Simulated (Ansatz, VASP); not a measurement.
**Sb2Se: VASP beside Ansatz**

The input INCAR:

```
ALGO = Normal
EDIFF = 1E-6
EDIFFG = -0.04
ENCUT = 600
GGA = PE
IBRION = 2
ISIF = 3
ISMEAR = 0
LASPH = True
LCHARG = False
LREAL = False
LWAVE = False
NELM = 100
NSW = 90
PREC = Accurate
SIGMA = 0.1
```

The input KPOINTS:

```
k-points
0
Gamma
  4 4 4
```

Contents of POSCAR:

```
Sb2Se
1.0
    5.5956179900      0.0000000000      0.0000000000
    0.0000000000      5.5956179900      0.0000000000
    0.0000000000      0.0000000000      5.5956179900
Sb Se
4 2
Direct
    0.2500000000      0.2500000000      0.2500000000
    0.2500000000      0.7500000000      0.7500000000
    0.7500000000      0.7500000000      0.2500000000
    0.7500000000      0.2500000000      0.7500000000
    0.0000000000      0.0000000000      0.0000000000
    0.5000000000      0.5000000000      0.5000000000
```

Input for Ansatz:

```yaml
crystal:
  lattice:
    - [5.59561799, 0.0, 0.0]
    - [0.0, 5.59561799, 0.0]
    - [0.0, 0.0, 5.59561799]
  atoms:
    - { symbol: Sb, position: [0.25, 0.25, 0.25] }
    - { symbol: Sb, position: [0.25, 0.75, 0.75] }
    - { symbol: Sb, position: [0.75, 0.75, 0.25] }
    - { symbol: Sb, position: [0.75, 0.25, 0.75] }
    - { symbol: Se, position: [0.0, 0.0, 0.0] }
    - { symbol: Se, position: [0.5, 0.5, 0.5] }
basis:
  ecutwfc: 420
kpoints:
  mp_grid: { grid: [4, 4, 4] }
hamiltonian:
  xc: pbe
scf:
  occupations: { method: gaussian, width: 0.1 }
  lower_state_search: "off"
output:
  forces: true
  stress: true
  eigenvalues: true
relax:
  adjacent_minimum: "off"
  f_tol: 0.04
  max_steps: 70
  cell: { stress_tol: 0.4 }
```

Change from the starting cell: species swapped into the Au2S type (Pn-3m, No. 224).

Alike in both runs: task relaxation of cell and atoms; functional PBE; k mesh 4 × 4 × 4; occupations gaussian, width 0.1 eV; no spin polarisation.

|  | VASP | Ansatz |
| --- | --- | --- |
| version | VASP 6.6.1 | Ansatz 0.2.0 |
| potentials or method | VASP PAW PBE potentials, release 64 (Sb, Se), cutoff 600 eV | scalar-relativistic, plane waves, PAW |
| valence electrons in the cell | 32 | 92 |

Ansatz gave:

- gap on the k mesh at the Fermi level, each at its own relaxed structure (eV): none
- relaxed volume (Å³/atom): 39.93
- relaxed length of the cell vector where the two differ most in proportion (Å): 6.211

Q: What did VASP give for the same quantities?

A: gap on the k mesh at the Fermi level, each at its own relaxed structure (eV): none; relaxed volume (Å³/atom): 40.04; relaxed length of the cell vector where the two differ most in proportion (Å): 6.217.

A gap of «none» marks a metal or a gap that the smearing closes. VASP's potentials hold 32 valence electrons a cell and Ansatz's 92, so a difference there can come from the potentials and not from the codes.

Neither program's run includes spin-orbit coupling. Noted on VASP's run: the volume moved by over 15 % at a fixed basis, so the end points are rough.
